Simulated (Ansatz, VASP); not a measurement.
**One calculation of BPd4, two programs**

```xyz
5
Lattice="2.8920 0.0000 0.0000 0.0000 4.3650 0.0000 0.0000 0.0000 5.8563" Properties=species:S:1:pos:R:3 pbc="T T T"
Pd    1.4460    0.0000    1.1571
Pd    0.0000    0.0000    3.6278
Pd    0.0000    2.1825    1.9277
Pd    1.4460    2.1825    5.0807
B     1.4460    0.0000    5.0553
```

Alike in both runs: functional PBEsol; k mesh 9 × 6 × 5; occupations fermi-dirac, width 0.05 eV; no spin polarisation.

|  | VASP | Ansatz |
| --- | --- | --- |
| version | VASP 6.6.1 | Ansatz 0.2.0 |
| potentials or method | VASP PAW PBE potentials, release 64 (Pd_sv_GW, B) | Ansatz PAW |
| plane-wave cutoff (eV) | 540 | 420 |
| valence electrons in the cell | 75 | 75 |
| task | single point | projected density of states |

```tsv
	VASP	Ansatz	Ansatz less VASP
gap on the k mesh at the Fermi level (eV)	none	none	-
pressure (GPa)	-10.6	-8.5	+2.08
traceless stress, the component that is largest in VASP (GPa)	-0.26	-0.24	+0.018
rms of the force components (eV/Å)	0.061	0.065	+0.0042
```

VASP's potentials were made for PBE, not for PBEsol. Atom by atom the forces differ by 0.007 eV/Å (rms over components). A gap of «none» marks a metal or a gap that the smearing closes.
